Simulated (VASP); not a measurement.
A run of VASP 6.6.1 is set up as follows.

The input INCAR:

```
  ALGO = Normal
  EDIFF = 1E-6
  ENCUT = 520
  GGA = PS
  ISIF = 2
  ISMEAR = 0
  LASPH = True
  LCHARG = True
  LELF = True
  LREAL = False
  LVHAR = True
  LWAVE = False
  NBANDS = 26
  NELM = 80
  PREC = Accurate
  SIGMA = 0.02
```

Contents of KPOINTS:

```
k-points
0
Gamma
  12 12 6
```

File POSCAR:

```
SiGe
1.0
    3.8225849515      0.0000000000      0.0000000000
   -1.9112924758      3.3104556762      0.0000000000
    0.0000000000      0.0000000000      6.5207134828
Si Ge
2 2
Direct
    0.6666666667      0.3333333333      0.8736214996
    0.3333333333      0.6666666667      0.3736214996
    0.6666666667      0.3333333333      0.5013775004
    0.3333333333      0.6666666667      0.0013775004
```

Potentials or basis: VASP PAW PBE potentials, release 64 (Si, Ge_d).

Command:

```sh
$ cat potpaw_PBE.64/Si/POTCAR potpaw_PBE.64/Ge_d/POTCAR > POTCAR
$ mpirun -np 1 vasp_std > vasp.out
```

**Question.** Estimate the pressure.

**Answer.** 2.5 GPa.

**Question.** Predict the band gap on the k mesh.

**Answer.** 0.29 eV (least direct gap 0.82 eV).

**Question.** Predict the largest force.

**Answer.** 0.198 eV/Å.

Stress tensor (GPa, compression positive):
```
 4.55  0.00  0.00
 0.00  4.55  0.00
 0.00  0.00 -1.63
```

Caveat: the cell differs from its parent crystal (biaxial strain in the a-b plane: -2.0 %); the stress differs along the axes, from -2 to 5 GPa; semilocal functionals underestimate gaps, and a narrow one can read as zero; the PAW data sets were made with another functional, which shifts forces and pressure a little. A k mesh can miss the band edges.
